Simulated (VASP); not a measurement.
# InP (F-43m) in VASP: a series of runs

InP is run at these levels: r2SCAN; tasks: relaxation of cell and atoms.

All numbers are computed with VASP 6.6.1; they aren't measurements. Logs are shortened: lines on timing, memory, paths and dates and some standing lists are left out, and cuts for length are marked.

## 1. The cell of the first run

It takes space group F-43m (No. 216, cubic). The conventional cell has a = 5.803 Å, b = 5.803 Å, c = 5.803 Å, α = 90.00°, β = 90.00°, γ = 90.00°. In (site symmetry -43m) has 4 P at 2.51 Å within 3.3 Å. Within 3.3 Å of P (site symmetry -43m) lie 4 In at 2.51 Å.

## 2. Relaxation of cell and atoms, r2SCAN, target pressure 4 GPa, at which the enthalpy is minimised

Contents of POSCAR:

```
InP
1.0
    0.0000000000      2.9013498213      2.9013498213
    2.9013498213      0.0000000000      2.9013498213
    2.9013498213      2.9013498213      0.0000000000
In P
1 1
Direct
    0.0000000000      0.0000000000      0.0000000000
    0.2500000000      0.2500000000      0.2500000000
```

Contents of INCAR.step1:

```
  PREC = Accurate
  ENCUT = 600
  ISMEAR = 0
  SIGMA = 0.02
  LREAL = F
  LASPH = T
  NELM = 60
  GGA = PE
  ALGO = Normal
  EDIFF = 1E-4
  LWAVE = T
  LCHARG = F
```

Contents of INCAR.step2:

```
  PREC = Accurate
  ENCUT = 600
  EDIFF = 1E-6
  ISMEAR = 0
  SIGMA = 0.02
  LREAL = F
  LASPH = T
  NELM = 60
  ALGO = Normal
  ISIF = 3
  LWAVE = F
  LCHARG = F
  METAGGA = R2SCAN
  LMIXTAU = T
  IBRION = 2
  NSW = 70
  EDIFFG = -0.008
  PSTRESS = 40.0
  ISTART = 1
```

Contents of KPOINTS:

```
regular mesh
0
Gamma
  8 8 8
```

Potentials or basis: VASP PAW PBE potentials, release 64 (In_d, P).

On the command line:

```sh
> cat potpaw_PBE.64/In_d/POTCAR potpaw_PBE.64/P/POTCAR > POTCAR
> cp INCAR.step1 INCAR
> mpirun -np 1 vasp_std > vasp.out
> cp INCAR.step2 INCAR
> mpirun -np 1 vasp_std > vasp.out
```

OUTCAR:

```text
PREC = Accurate
   ENCUT = 600
   EDIFF = 1E-6
   ISMEAR = 0
   LREAL = F
   LASPH = T
   NELM = 60
   ISIF = 3
   METAGGA = R2SCAN
   IBRION = 2
   NSW = 70
   EDIFFG = -0.008
   PSTRESS = 40.0
   ISTART = 1

 ion  position               nearest neighbor table
   1  0.000  0.000  0.000-   2 2.51   2 2.51   2 2.51   2 2.51
   2  0.250  0.250  0.250-   1 2.51   1 2.51   1 2.51   1 2.51

  LATTYP: Found a face centered cubic cell.
 ALAT       =     5.8026996426

  Lattice vectors:

 A1 = (   0.0000000000,   2.9013498213,   2.9013498213)
 A2 = (   2.9013498213,   0.0000000000,   2.9013498213)
 A3 = (   2.9013498213,   2.9013498213,   0.0000000000)

Analysis of symmetry for initial positions (statically):
=====================================================================
 Subroutine PRICEL returns:
 Original cell was already a primitive cell.

 Routine SETGRP: Setting up the symmetry group for a
 face centered cubic supercell.

 Subroutine GETGRP returns: Found 24 space group operations
 (whereof 24 operations were pure point group operations)
 out of a pool of 48 trial point group operations.

The static configuration has the point symmetry T_d .

Analysis of symmetry for dynamics (positions and initial velocities):
=====================================================================
 Subroutine PRICEL returns:
 Original cell was already a primitive cell.

 Routine SETGRP: Setting up the symmetry group for a
 face centered cubic supercell.

 Subroutine GETGRP returns: Found 24 space group operations
 (whereof 24 operations were pure point group operations)
 out of a pool of 48 trial point group operations.

The dynamic configuration has the point symmetry T_d .

 Subroutine INISYM returns: Found 24 space group operations
 (whereof 24 operations are pure point group operations),
 and found     1 'primitive' translations

----------------------------------------------------------------------------------------

                                     Primitive cell

  volume of cell :      48.8461

  direct lattice vectors                    reciprocal lattice vectors
     0.000000000  2.901349821  2.901349821    -0.172333579  0.172333579  0.172333579
     2.901349821  0.000000000  2.901349821     0.172333579 -0.172333579  0.172333579
     2.901349821  2.901349821  0.000000000     0.172333579  0.172333579 -0.172333579

  length of vectors
     4.103128266  4.103128266  4.103128266     0.298490515  0.298490515  0.298490515

  position of ions in fractional coordinates (direct lattice)
     0.000000000  0.000000000  0.000000000
     0.250000000  0.250000000  0.250000000

  ion indices of the primitive-cell ions
   primitive index   ion index
                 1           1
                 2           2

----------------------------------------------------------------------------------------

 KPOINTS: regular mesh

Automatic generation of k-mesh.
 Grid dimensions read from file:
 generate k-points for:    8    8    8

 Generating k-lattice:

  Cartesian coordinates                     Fractional coordinates (reciprocal lattice)
    -0.021541697  0.021541697  0.021541697     0.125000000  0.000000000  0.000000000
     0.021541697 -0.021541697  0.021541697     0.000000000  0.125000000  0.000000000
     0.021541697  0.021541697 -0.021541697     0.000000000  0.000000000  0.125000000

  Length of vectors
     0.037311314  0.037311314  0.037311314

  Shift w.r.t. Gamma in fractional coordinates (k-lattice)
     0.000000000  0.000000000  0.000000000

 Subroutine IBZKPT returns following result:
 ===========================================

 Found     29 irreducible k-points:

 Following reciprocal coordinates:
            Coordinates               Weight
  0.000000  0.000000  0.000000      1.000000
  0.125000  0.000000  0.000000      8.000000
  0.250000  0.000000  0.000000      8.000000
  0.375000  0.000000  0.000000      8.000000
  0.500000  0.000000  0.000000      4.000000
  0.125000  0.125000  0.000000      6.000000
[... 16 lines left out ...]
  0.500000  0.250000  0.125000     48.000000
 -0.375000  0.250000  0.125000     24.000000
 [... further k-points ...]
   k-points           NKPTS =     29   k-points in BZ     NKDIM =     29   number of bands    NBANDS=     13
   number of dos      NEDOS =    301   number of ions     NIONS =      2
   total plane-waves  NPLWV =  46656
   dimension x,y,z NGX =    36 NGY =   36 NGZ =   36
   dimension x,y,z NGXF=    72 NGYF=   72 NGZF=   72
   ions per type =               1   1
   NGX,Y,Z   is equivalent  to a cutoff of  14.59, 14.59, 14.59 a.u.
   NGXF,Y,Z  is equivalent  to a cutoff of  29.17, 29.17, 29.17 a.u.
 SYSTEM =  unknown system
   PREC   = accura    normal or accurate (medium, high low for compatibility)
   ISTART =      1    job   : 0-new  1-cont  2-samecut
   ICHARG =      0    charge: 1-file 2-atom 10-const
   ISPIN  =      1    spin polarized calculation?
   LNONCOLLINEAR =      F non collinear calculations
[... 27 lines left out ...]
  Thomas-Fermi vector in A             =   2.310105
   LORBIT       =      0    0 simple, 1 ext, 2 COOP (PROOUT), +10 PAW based schemes
   METAGGA = R2SCAN    functional components
   LHFCALC =     F    Hartree Fock is set to
   AEXX    =    0.0000 exact exchange contribution
   IVDW    =     0    specifies the selected vdW correction
   LEPSILON=     F    determine dielectric tensor
   LRPA    =     F    only Hartree local field effects (RPA)
 conjugate gradient relaxation of ions
 non-spin polarized calculation
 Gauss-broadening in eV      SIGMA  =   0.02
  energy-cutoff  :      600.00
  volume of cell :       48.85
 maximum number of plane-waves:      1660
 NGX is ok and might be reduce to    36
   NGX = 17   NGY = 17   NGZ = 17

 number of electron      18.0000002 magnetization

 Free energy of the ion-electron system (eV)
  ---------------------------------------------------
  ext. energy  EPLUGINS =         0.00000000
  ---------------------------------------------------
  free energy    TOTEN  =       -32.26672029 eV

  energy without entropy =      -32.26672029  energy(sigma->0) =      -32.26672029

 E-fermi :   5.4858     XC(G=0): -10.0236

 val. band max:        5.3489264355   @ k =   0.0000   0.0000   0.0000
 cond. band min:       6.6928589535   @ k =   0.0000   0.0000   0.0000
 fundamental gap:      1.3439325180
 Fermi energy:         5.4858161500

 k-point     1 :       0.0000    0.0000    0.0000
  band No.  band energies     occupation
      1      -9.3686      2.00000
      2      -9.3686      2.00000
      3      -9.3686      2.00000
      4      -9.1720      2.00000
      5      -9.1720      2.00000
      6      -6.8687      2.00000
      7       5.3489      2.00000
      8       5.3489      2.00000
      9       5.3489      2.00000
     10       6.6929      0.00000
     11       9.7875      0.00000
     12       9.7875      0.00000
     13       9.7875      0.00000

 k-point     2 :       0.1250    0.0000    0.0000
  band No.  band energies     occupation
      1      -9.3939      2.00000
      2      -9.3596      2.00000
      3      -9.3596      2.00000
      4      -9.1719      2.00000
      5      -9.1719      2.00000
      6      -6.6702      2.00000
      7       3.8485      2.00000
      8       5.1473      2.00000
      9       5.1473      2.00000
     10       7.5329      0.00000
     11       9.9841      0.00000
     12      10.0871      0.00000
     13      10.0872      0.00000

 k-point     3 :       0.2500    0.0000    0.0000
  band No.  band energies     occupation
      1      -9.4500      2.00000
      2      -9.3403      2.00000
      3      -9.3403      2.00000
      4      -9.1690      2.00000
      5      -9.1690      2.00000
      6      -6.1183      2.00000
      7       1.7971      2.00000
      8       4.7446      2.00000
      9       4.7446      2.00000
     10       7.6246      0.00000
     11      10.5312      0.00000
     12      10.5312      0.00000
     13      11.2007      0.00000
[... 305 lines left out ...]
 k-point    23 :       0.5000    0.2500    0.1250
  band No.  band energies     occupation
      1      -9.5271      2.00000
      2      -9.3089      2.00000
      3      -9.2917      2.00000
      4      -9.1860      2.00000
      5      -9.1540      2.00000
      6      -4.9869      2.00000
      7       0.1405      2.00000
      8       2.6257      2.00000
      9       3.7823      2.00000
     10       9.0161      0.00000
     11       9.9125      0.00000
     12      11.0701      0.00000
     13      12.5925      0.00000

 k-point    24 :      -0.3750    0.2500    0.1250
  band No.  band energies     occupation
      1      -9.5382      2.00000
      2      -9.3074      2.00000
      3      -9.2853      2.00000
      4      -9.1793      2.00000
      5      -9.1571      2.00000
      6      -4.6067      2.00000
      7      -0.4737      2.00000
      8       2.4799      2.00000
      9       3.5803      2.00000
     10       8.9898      0.00000
     11       9.8279      0.00000
     12      11.7346      0.00000
     13      13.1437      0.00000

 [... further k-points ...]
[... 5 lines left out ...]
  --------------------------------------------------------------------------------------
  -------------------------------------------------------------------------------------
  Total        1.2233279      1.2233279      1.2233279     -0.0000000      0.0000000      0.0000000
  in kB       40.1257528     40.1257528     40.1257528     -0.0000000      0.0000000      0.0000000
  external PRESSURE =       0.1257528 kB  Pullay stress =      40.0000000 kB

 VOLUME and BASIS-vectors are now :
 -----------------------------------------------------------------------------
  energy-cutoff  :      600.00
  volume of cell :       48.85
      direct lattice vectors                 reciprocal lattice vectors
     0.000000000  2.901349821  2.901349821    -0.172333579  0.172333579  0.172333579
     2.901349821  0.000000000  2.901349821     0.172333579 -0.172333579  0.172333579
     2.901349821  2.901349821  0.000000000     0.172333579  0.172333579 -0.172333579

 POSITION                                       TOTAL-FORCE (eV/Angst)
 -----------------------------------------------------------------------------------
      0.00000      0.00000      0.00000        -0.000000     -0.000000     -0.000000
      1.45067      1.45067      1.45067         0.000000      0.000000      0.000000
 -----------------------------------------------------------------------------------
    total drift:                               -0.000003     -0.000003     -0.000003

  FREE ENERGIE OF THE ION-ELECTRON SYSTEM (eV)
  ---------------------------------------------------
  free  energy   TOTEN  =       -32.2667202863 eV

  energy  without entropy=      -32.2667202863  energy(sigma->0) =      -32.26672029

  enthalpy is  TOTEN    =       -31.0472262196 eV   P V=        1.2194940666

 reached required accuracy - stopping structural energy minimisation
```

Wall time 66 s (1 thread of Intel Xeon Platinum 8488C (Sapphire Rapids), shared host); peak memory 0.22 GiB.

What came out:

```yaml
Free_energy: -32.2667 eV
Pressure_after_relaxing: 4.0 GPa
Band_gap_on_the_k_mesh: 1.34 eV
```

Final structure:
```
CELL_PARAMETERS angstrom
0.00000 2.90135 2.90135
2.90135 0.00000 2.90135
2.90135 2.90135 0.00000
ATOMIC_POSITIONS crystal
In 0.00000 0.00000 0.00000
P 0.25000 0.25000 0.25000
```

Caveat: the relaxation stopped at its first step, so nothing moved; the cell is relaxed towards a set pressure, so the run minimises the enthalpy, not the energy; the PAW data sets were made with another functional, which shifts forces and pressure a little; spin-orbit coupling is left out, which moves the levels of the heavy elements.

## 3. Relaxation of cell and atoms, r2SCAN, target pressure 1 GPa, at which the enthalpy is minimised

This run uses another cell than the first one, of 25.51 Å³/atom.

Contents of POSCAR:

```
InP
1.0
    0.0000000000      2.9438867151      2.9438867151
    2.9438867151      0.0000000000      2.9438867151
    2.9438867151      2.9438867151      0.0000000000
In P
1 1
Direct
    0.0000000000      0.0000000000      0.0000000000
    0.2500000000      0.2500000000      0.2500000000
```

Contents of INCAR.step1:

```
SYSTEM = InP
PREC = Accurate
ENCUT = 600
ISMEAR = 0
SIGMA = 0.02
LREAL = .False.
LASPH = .True.
NELM = 60
GGA = PE
ALGO = Normal
EDIFF = 1E-4
LWAVE = .True.
LCHARG = .False.
```

Contents of INCAR.step2:

```
SYSTEM = InP
PREC = Accurate
ENCUT = 600
EDIFF = 1E-7
ISMEAR = 0
SIGMA = 0.02
LREAL = .False.
LASPH = .True.
NELM = 60
ALGO = Normal
ISIF = 3
LWAVE = .False.
LCHARG = .False.
METAGGA = R2SCAN
LMIXTAU = .True.
IBRION = 2
NSW = 70
EDIFFG = -0.008
PSTRESS = 10.0
ISTART = 1
```

Contents of KPOINTS:

```
Automatic mesh
0
Gamma
  8 8 8
  0 0 0
```

Potentials or basis: VASP PAW PBE potentials, release 64 (In_d, P).

On the command line:

```sh
> cat potpaw_PBE.64/In_d/POTCAR potpaw_PBE.64/P/POTCAR > POTCAR
> cp INCAR.step1 INCAR
> mpirun -np 1 vasp_std > vasp.out
> cp INCAR.step2 INCAR
> mpirun -np 1 vasp_std > vasp.out
```

It took 3.3 min on 1 thread of Intel Xeon Platinum 8488C (Sapphire Rapids), shared host; peak memory 0.24 GiB.

The run converged. Its results:

* Free energy: -32.2961 eV
* Relaxed volume: 25.37 Å³/atom
* Relaxed cell: a = 4.155 Å, b = 4.155 Å, c = 4.155 Å, α = 60.00°, β = 60.00°, γ = 60.00°
* Space group after relaxing (to 0.1 Å): F-43m (No. 216)
* Energy change on relaxing (the run minimises the enthalpy): +0.7 meV/atom
* Ionic steps: 3
* Pressure after relaxing: 1.0 GPa
* Band gap on the k mesh: 1.12 eV

Step by step:
```
step  energy change (eV)  largest force (eV/Å)  pressure (GPa)  volume (Å³)
   1              0.0000                0.0000            0.61        51.03
   2              0.0027                0.0000            1.26        50.57
   3              0.0014                0.0000            1.01        50.74
```

Final structure:
```
In P
1.0
     0.00000    2.93837    2.93837
     2.93837    0.00000    2.93837
     2.93837    2.93837    0.00000
In P
1 1
Direct
  0.00000 0.00000 0.00000
  0.25000 0.25000 0.25000
```

Levels at points of the mesh, in eV from the valence-band top:
| k point | band 6 | band 7 | band 8 | band 9 | band 10 | band 11 | band 12 | band 13 |
| --- | --- | --- | --- | --- | --- | --- | --- | --- |
| (0.00, 0.00, 0.00) | -11.94 | 0.00 | 0.00 | 0.00 | 1.12 | 4.44 | 4.44 | 4.44 |
| (0.50, 0.00, 0.00) | -10.16 | -5.84 | -1.00 | -1.00 | 1.84 | 5.16 | 5.16 | 7.53 |
| (0.50, 0.50, 0.00) | -9.50 | -5.84 | -2.38 | -2.38 | 2.02 | 2.55 | 9.83 | 10.26 |

Caveat: the cell is relaxed towards a set pressure, so the run minimises the enthalpy, not the energy; the PAW data sets were made with another functional, which shifts forces and pressure a little; spin-orbit coupling is left out, which moves the levels of the heavy elements.

## 4. Relaxation of cell and atoms, r2SCAN

This run uses another cell than the first one, of 25.72 Å³/atom.

Contents of POSCAR:

```
InP
1.0
    0.0000000000      2.9519763857      2.9519763857
    2.9519763857      0.0000000000      2.9519763857
    2.9519763857      2.9519763857      0.0000000000
In P
1 1
Direct
    0.0000000000      0.0000000000      0.0000000000
    0.2500000000      0.2500000000      0.2500000000
```

Contents of INCAR.step1:

```
ALGO     = Normal         # electronic algorithm
EDIFF    = 1E-4           # SCF threshold, eV
ENCUT    = 600            # plane-wave cutoff, eV
GGA      = PE             # functional
ISMEAR   = 0              # smearing method
LASPH    = T              # aspherical terms in the spheres
LCHARG   = F              # write CHGCAR
LREAL    = F              # projectors in reciprocal space
LWAVE    = T              # write WAVECAR
NELM     = 80             # most SCF steps
PREC     = Accurate       # precision mode
SIGMA    = 0.02           # smearing width, eV
```

Contents of INCAR.step2:

```
ALGO     = Normal         # electronic algorithm
EDIFF    = 1E-6           # SCF threshold, eV
EDIFFG   = -0.005         # ionic threshold
ENCUT    = 600            # plane-wave cutoff, eV
IBRION   = 2              # ionic algorithm
ISIF     = 3              # what is computed and relaxed
ISMEAR   = 0              # smearing method
ISTART   = 1            
LASPH    = T              # aspherical terms in the spheres
LCHARG   = F              # write CHGCAR
LMIXTAU  = T            
LREAL    = F              # projectors in reciprocal space
LWAVE    = F              # write WAVECAR
METAGGA  = R2SCAN         # meta-GGA
NELM     = 80             # most SCF steps
NSW      = 100            # ionic steps
PREC     = Accurate       # precision mode
SIGMA    = 0.02           # smearing width, eV
```

Contents of KPOINTS:

```
k-points
0
Gamma
  8 8 8
```

On the command line:

```sh
> cat potpaw_PBE.64/In_d/POTCAR potpaw_PBE.64/P/POTCAR > POTCAR
> cp INCAR.step1 INCAR
> mpirun -np 1 vasp_std > vasp.out
> cp INCAR.step2 INCAR
> mpirun -np 1 vasp_std > vasp.out
```

It took 71 s on 1 thread of Intel Xeon Platinum 8488C (Sapphire Rapids), shared host; peak memory 0.23 GiB.

It converged, with:

```
Free energy             : -32.2984 eV
Pressure after relaxing : 0.0 GPa
Band gap on the k mesh  : 1.04 eV
```

Final structure:
```
CELL_PARAMETERS angstrom
0.00000 2.95198 2.95198
2.95198 0.00000 2.95198
2.95198 2.95198 0.00000
ATOMIC_POSITIONS crystal
In 0.00000 0.00000 0.00000
P 0.25000 0.25000 0.25000
```

Levels at points of the mesh, in eV from the valence-band top:
| k point | band 6 | band 7 | band 8 | band 9 | band 10 | band 11 | band 12 | band 13 |
| --- | --- | --- | --- | --- | --- | --- | --- | --- |
| (0.00, 0.00, 0.00) | -11.85 | 0.00 | 0.00 | 0.00 | 1.04 | 4.44 | 4.44 | 4.44 |
| (0.50, 0.00, 0.00) | -10.12 | -5.76 | -0.98 | -0.98 | 1.81 | 5.16 | 5.16 | 7.50 |
| (0.50, 0.50, 0.00) | -9.46 | -5.78 | -2.34 | -2.34 | 2.04 | 2.55 | 9.74 | 10.16 |

Caveat: the relaxation stopped at its first step, so nothing moved; the PAW data sets were made with another functional, which shifts forces and pressure a little; spin-orbit coupling is left out, which moves the levels of the heavy elements.

## 5. Overview

| cell | gap on the mesh (eV) | pressure (GPa) |
| --- | --- | --- |
| relaxed to 4 GPa from a = 4.103 Å, angles 60.0°, 2 atoms | 1.34 | 4.0 |
| relaxed to 1 GPa from a = 4.163 Å, angles 60.0°, 2 atoms | 1.12 | 1.0 |
| relaxed from a = 4.175 Å, angles 60.0°, 2 atoms | 1.04 | 0.0 |

Alike in all rows: task relaxation of cell and atoms; level r2SCAN; potentials or basis VASP PAW PBE potentials, release 64 (In_d, P); no spin polarisation; k mesh 8 × 8 × 8; cutoff (eV) 600; smearing gaussian 0.02 eV.

Caveats: the PAW data sets were made with another functional, which shifts forces and pressure a little; spin-orbit coupling is left out, which moves the levels of the heavy elements; the relaxation stopped at its first step, so nothing moved (at least some runs); the cell is relaxed towards a set pressure, so the run minimises the enthalpy, not the energy (at least some runs).

Absolute energies hang on the potentials; compare differences alone.
